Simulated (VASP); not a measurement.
# Ti (Im-3m) in VASP: further runs

Runs on Ti. Level: PBE. Tasks: single point.

Program: VASP 6.6.1. These are calculated values, not measurements. Logs are shortened: lines on timing, memory, paths and dates and some standing lists are left out, and cuts for length are marked.

## 1. The cell of the first run

Symmetry: Im-3m, No. 229, cubic system. The conventional cell has a = 3.261 Å, b = 3.261 Å, c = 3.261 Å, α = 90.00°, β = 90.00°, γ = 90.00°. Ti (site symmetry m-3m) has 14 Ti at 2.82 to 3.26 Å within 3.7 Å.

## 2. Single point, PBE

Input file INCAR:

```
ALGO = Normal ; EDIFF = 1E-6
ENCUT = 500 ; GGA = PE
GGA_COMPAT = F ; ISIF = 2
ISMEAR = 0 ; LASPH = T
LCHARG = F ; LREAL = F
LWAVE = F ; NBANDS = 12
NELM = 120 ; PREC = Accurate
SIGMA = 0.05
```

Input file KPOINTS:

```
k-points
0
Gamma
  8 8 8
```

Input file POSCAR:

```
Ti
1.0
   -1.6306987013      1.6306987013      1.6306987013
    1.6306987013     -1.6306987013      1.6306987013
    1.6306987013      1.6306987013     -1.6306987013
Ti
1
Direct
    0.0000000000      0.0000000000      0.0000000000
```

Potentials or basis: VASP PAW PBE potentials, release 64 (Ti_sv).

Started as:

```sh
$ cat potpaw_PBE.64/Ti_sv/POTCAR > POTCAR
$ mpirun -np 1 vasp_std > vasp.out
```

OUTCAR:

```text
EDIFF = 1E-6
   ENCUT = 500
   GGA = PE
   ISIF = 2
   ISMEAR = 0
   LASPH = T
   LREAL = F
   NELM = 120
   PREC = Accurate

 ion  position               nearest neighbor table
   1  0.000  0.000  0.000-

  LATTYP: Found a body centered cubic cell.
 ALAT       =     3.2613974026

  Lattice vectors:

 A1 = (  -1.6306987013,   1.6306987013,   1.6306987013)
 A2 = (   1.6306987013,  -1.6306987013,   1.6306987013)
 A3 = (   1.6306987013,   1.6306987013,  -1.6306987013)

Analysis of symmetry for initial positions (statically):
=====================================================================
 Subroutine PRICEL returns:
 Original cell was already a primitive cell.

 Routine SETGRP: Setting up the symmetry group for a
 body centered cubic supercell.

 Subroutine GETGRP returns: Found 48 space group operations
 (whereof 48 operations were pure point group operations)
 out of a pool of 48 trial point group operations.

The static configuration has the point symmetry O_h .

Analysis of symmetry for dynamics (positions and initial velocities):
=====================================================================
 Subroutine PRICEL returns:
 Original cell was already a primitive cell.

 Routine SETGRP: Setting up the symmetry group for a
 body centered cubic supercell.

 Subroutine GETGRP returns: Found 48 space group operations
 (whereof 48 operations were pure point group operations)
 out of a pool of 48 trial point group operations.

The dynamic configuration has the point symmetry O_h .

 Subroutine INISYM returns: Found 48 space group operations
 (whereof 48 operations are pure point group operations),
 and found     1 'primitive' translations

----------------------------------------------------------------------------------------

                                     Primitive cell

  volume of cell :      17.3453

  direct lattice vectors                    reciprocal lattice vectors
    -1.630698701  1.630698701  1.630698701     0.000000000  0.306617035  0.306617035
     1.630698701 -1.630698701  1.630698701     0.306617035  0.000000000  0.306617035
     1.630698701  1.630698701 -1.630698701     0.306617035  0.306617035  0.000000000

  length of vectors
     2.824453002  2.824453002  2.824453002     0.433621969  0.433621969  0.433621969

  position of ions in fractional coordinates (direct lattice)
     0.000000000  0.000000000  0.000000000

  ion indices of the primitive-cell ions
   primitive index   ion index
                 1           1

----------------------------------------------------------------------------------------

 KPOINTS: k-points

Automatic generation of k-mesh.
 Grid dimensions read from file:
 generate k-points for:    8    8    8

 Generating k-lattice:

  Cartesian coordinates                     Fractional coordinates (reciprocal lattice)
     0.000000000  0.038327129  0.038327129     0.125000000  0.000000000  0.000000000
     0.038327129  0.000000000  0.038327129     0.000000000  0.125000000  0.000000000
     0.038327129  0.038327129  0.000000000     0.000000000  0.000000000  0.125000000

  Length of vectors
     0.054202746  0.054202746  0.054202746

  Shift w.r.t. Gamma in fractional coordinates (k-lattice)
     0.000000000  0.000000000  0.000000000

 Subroutine IBZKPT returns following result:
 ===========================================

 Found     29 irreducible k-points:

 Following reciprocal coordinates:
            Coordinates               Weight
  0.000000  0.000000  0.000000      1.000000
  0.125000  0.000000  0.000000     12.000000
  0.250000  0.000000  0.000000     12.000000
  0.375000  0.000000  0.000000     12.000000
  0.500000  0.000000  0.000000      6.000000
  0.125000  0.125000  0.000000     24.000000
[... 16 lines left out ...]
 -0.250000  0.250000  0.250000      6.000000
 -0.375000  0.375000  0.250000     24.000000
 [... further k-points ...]
   k-points           NKPTS =     29   k-points in BZ     NKDIM =     29   number of bands    NBANDS=     12
   number of dos      NEDOS =    301   number of ions     NIONS =      1
   total plane-waves  NPLWV =  13824
   dimension x,y,z NGX =    24 NGY =   24 NGZ =   24
   dimension x,y,z NGXF=    48 NGYF=   48 NGZF=   48
   ions per type =               1
   NGX,Y,Z   is equivalent  to a cutoff of  14.13, 14.13, 14.13 a.u.
   NGXF,Y,Z  is equivalent  to a cutoff of  28.25, 28.25, 28.25 a.u.
 SYSTEM =  unknown system
   PREC   = accura    normal or accurate (medium, high low for compatibility)
   ISTART =      0    job   : 0-new  1-cont  2-samecut
   ICHARG =      2    charge: 1-file 2-atom 10-const
   ISPIN  =      1    spin polarized calculation?
   LNONCOLLINEAR =      F non collinear calculations
   LSORBIT =      F    spin-orbit coupling
   LASPH  =      T    aspherical Exc in radial PAW
   ENCUT  =  500.0 eV  36.75 Ry    6.06 a.u.   5.15  5.15  5.15*2*pi/ulx,y,z
   NELM   =    120;   NELMIN=  2; NELMDL= -5     # of ELM steps
   EDIFF  = 0.1E-05   stopping-criterion for ELM
   LREAL  =      F    real-space projection
[... 7 lines left out ...]
   TEBEG  =    0.0;   TEEND  =   0.0 temperature during run
   PSTRESS=    0.0 pullay stress
   NELECT =      12.0000    total number of electrons
   NUPDOWN=      -1.0000    fix difference up-down
   EMIN   =  10.00;   EMAX   =-10.00  energy-range for DOS
   EFERMI =   0.00;   METHOD = LEGACY
   ISMEAR =     0;   SIGMA  =   0.05  broadening in eV -4-tet -1-fermi 0-gaus
   EFERMI_NEDOS =   21; number of points for ismear=-14 and -15
   IALGO  =     38    algorithm
   IMIX   =      4    mixing-type and parameters
     AMIX     =   0.40;   BMIX     =  1.00
     AMIX_MAG =   1.60;   BMIX_MAG =  1.00
  volume/ion in A,a.u.               =      17.35       117.05
  Fermi-wavevector in a.u.,A,eV,Ry     =   1.447910  2.736153 28.523838  2.096443
  Thomas-Fermi vector in A             =   2.565811
   LORBIT       =      0    0 simple, 1 ext, 2 COOP (PROOUT), +10 PAW based schemes
   GGA     = PE    functional components
   LHFCALC =     F    Hartree Fock is set to
   AEXX    =    0.0000 exact exchange contribution
   IVDW    =     0    specifies the selected vdW correction
   LEPSILON=     F    determine dielectric tensor
   LRPA    =     F    only Hartree local field effects (RPA)
 non-spin polarized calculation
 Gauss-broadening in eV      SIGMA  =   0.05
  energy-cutoff  :      500.00
  volume of cell :       17.35
 maximum number of plane-waves:       466
 NGX is ok and might be reduce to    24
   NGX = 11   NGY = 11   NGZ = 11

 number of electron      11.9999998 magnetization

 Free energy of the ion-electron system (eV)
  ---------------------------------------------------
  ext. energy  EPLUGINS =         0.00000000
  ---------------------------------------------------
  free energy    TOTEN  =        -7.72799913 eV

  energy without entropy =       -7.72483833  energy(sigma->0) =       -7.72641873

 E-fermi :   8.0891     XC(G=0): -11.4990

 val. band max:        8.0856197333   @ k =  -0.3750   0.3750   0.1250
 cond. band min:       8.1338834454   @ k =   0.5000   0.5000   0.1250
 fundamental gap:      0.0482637121
 Fermi energy:         8.0891459809

 k-point     1 :       0.0000    0.0000    0.0000
  band No.  band energies     occupation
      1     -48.4217      2.00000
      2     -24.2770      2.00000
      3     -24.2770      2.00000
      4     -24.2770      2.00000
      5       2.1429      2.00000
      6       9.0940      0.00000
      7       9.0940      0.00000
      8       9.0940      0.00000
      9      10.8545      0.00000
     10      10.8545      0.00000
     11      25.5201      0.00000
     12      25.5201      0.00000

 k-point     2 :       0.1250    0.0000    0.0000
  band No.  band energies     occupation
      1     -48.4026      2.00000
      2     -24.3796      2.00000
      3     -24.3087      2.00000
      4     -24.2777      2.00000
      5       2.6674      2.00000
      6       8.8626      0.00000
      7       8.9985      0.00000
      8       9.4761      0.00000
      9      10.6310      0.00000
     10      10.8721      0.00000
     11      24.6427      0.00000
     12      25.3297      0.00000

 k-point     3 :       0.2500    0.0000    0.0000
  band No.  band energies     occupation
      1     -48.3561      2.00000
      2     -24.6216      2.00000
      3     -24.3843      2.00000
      4     -24.2792      2.00000
      5       4.0270      2.00000
      6       8.3491      0.00000
      7       8.5603      0.00000
      8      10.5034      0.00000
      9      10.5657      0.00000
     10      10.9564      0.00000
     11      21.8941      0.00000
     12      23.8721      0.00000
[... 286 lines left out ...]
 k-point    23 :      -0.2500    0.2500    0.2500
  band No.  band energies     occupation
      1     -48.3002      2.00000
      2     -24.6349      2.00000
      3     -24.5016      2.00000
      4     -24.5016      2.00000
      5       5.4632      2.00000
      6       8.1449      0.11494
      7       9.3966      0.00000
      8       9.3966      0.00000
      9      10.4620      0.00000
     10      11.6959      0.00000
     11      23.0871      0.00000
     12      23.1031      0.00000

 k-point    24 :      -0.3750    0.3750    0.2500
  band No.  band energies     occupation
      1     -48.2603      2.00000
      2     -24.7754      2.00000
      3     -24.5831      2.00000
      4     -24.5217      2.00000
      5       6.3443      2.00000
      6       7.2858      2.00000
      7       9.4111      0.00000
      8       9.9046      0.00000
      9      11.5091      0.00000
     10      12.5784      0.00000
     11      19.2907      0.00000
     12      21.1289      0.00000

 [... further k-points ...]

------------------------ aborting loop because EDIFF is reached ----------------------------------------

  FORCE on cell =-STRESS in cart. coord.  units (eV):
  Direction    XX          YY          ZZ          XY          YZ          ZX
  --------------------------------------------------------------------------------------
  -------------------------------------------------------------------------------------
  Total       -0.1150936     -0.1150936     -0.1150936      0.0000000      0.0000000      0.0000000
  in kB      -10.6311587    -10.6311587    -10.6311587      0.0000000      0.0000000      0.0000000
  external PRESSURE =     -10.6311587 kB  Pullay stress =       0.0000000 kB

 VOLUME and BASIS-vectors are now :
 -----------------------------------------------------------------------------
  energy-cutoff  :      500.00
  volume of cell :       17.35
      direct lattice vectors                 reciprocal lattice vectors
    -1.630698701  1.630698701  1.630698701     0.000000000  0.306617035  0.306617035
     1.630698701 -1.630698701  1.630698701     0.306617035  0.000000000  0.306617035
     1.630698701  1.630698701 -1.630698701     0.306617035  0.306617035  0.000000000

 POSITION                                       TOTAL-FORCE (eV/Angst)
 -----------------------------------------------------------------------------------
      0.00000      0.00000      0.00000         0.000000      0.000000      0.000000
 -----------------------------------------------------------------------------------
    total drift:                                0.000000      0.000000      0.000000

  FREE ENERGIE OF THE ION-ELECTRON SYSTEM (eV)
  ---------------------------------------------------
  free  energy   TOTEN  =        -7.7279991329 eV

  energy  without entropy=       -7.7248383286  energy(sigma->0) =       -7.72641873
```

It took 6.8 s on 1 thread of Intel Xeon Platinum 8375C at 2.90GHz (Ice Lake), shared host; peak memory 0.13 GiB.

What came out:

```
Free energy            : -7.7280 eV
Pressure               : -1.1 GPa
Band gap on the k mesh : zero (band 6 reaches 9.09 eV, above the bottom of band 7 at 7.49 eV)
```

## 3. Single point, PBE

This run uses another cell than the first one, of 17.22 Å³/atom, 0.993 times its volume.

Input file INCAR:

```
PREC = Accurate ; ENCUT = 500
EDIFF = 1E-6 ; ISMEAR = 0
SIGMA = 0.05 ; LREAL = F
LASPH = T ; NELM = 120
ALGO = Normal ; ISIF = 2
LWAVE = F ; LCHARG = T
GGA = PE ; LELF = T
LVHAR = T ; NBANDS = 12
GGA_COMPAT = F
```

Input file KPOINTS:

```
Automatic mesh
0
Gamma
  8 8 8
```

Input file POSCAR:

```
Ti
1.0
   -1.6268651414      1.6268651414      1.6268651414
    1.6268651414     -1.6268651414      1.6268651414
    1.6268651414      1.6268651414     -1.6268651414
Ti
1
Direct
    0.0000000000      0.0000000000      0.0000000000
```

Potentials or basis: VASP PAW PBE potentials, release 64 (Ti_sv).

Started as:

```sh
$ cat potpaw_PBE.64/Ti_sv/POTCAR > POTCAR
$ mpirun -np 1 vasp_std > vasp.out
```

Wall time 12 s (1 thread of Intel Xeon Platinum 8375C at 2.90GHz (Ice Lake), shared host); peak memory 0.14 GiB.

Results (log left out):

```yaml
Free_energy: -7.7284 eV
Pressure: -0.3 GPa
Band_gap_on_the_k_mesh: zero (band 6 reaches 9.17 eV, above the bottom of band 7 at 7.56 eV)
```

Levels at points of the mesh, in eV from the Fermi level:
```csv
k point,band 4,band 5,band 6,band 7,band 8,band 9
"(0.00, 0.00, 0.00)",-32.34,-5.96,1.01,1.01,1.01,2.79
"(0.50, 0.00, 0.00)",-32.35,-2.46,-0.39,1.17,2.78,3.13
"(0.50, 0.50, 0.50)",-32.82,-2.12,-2.12,3.97,3.97,3.97
```
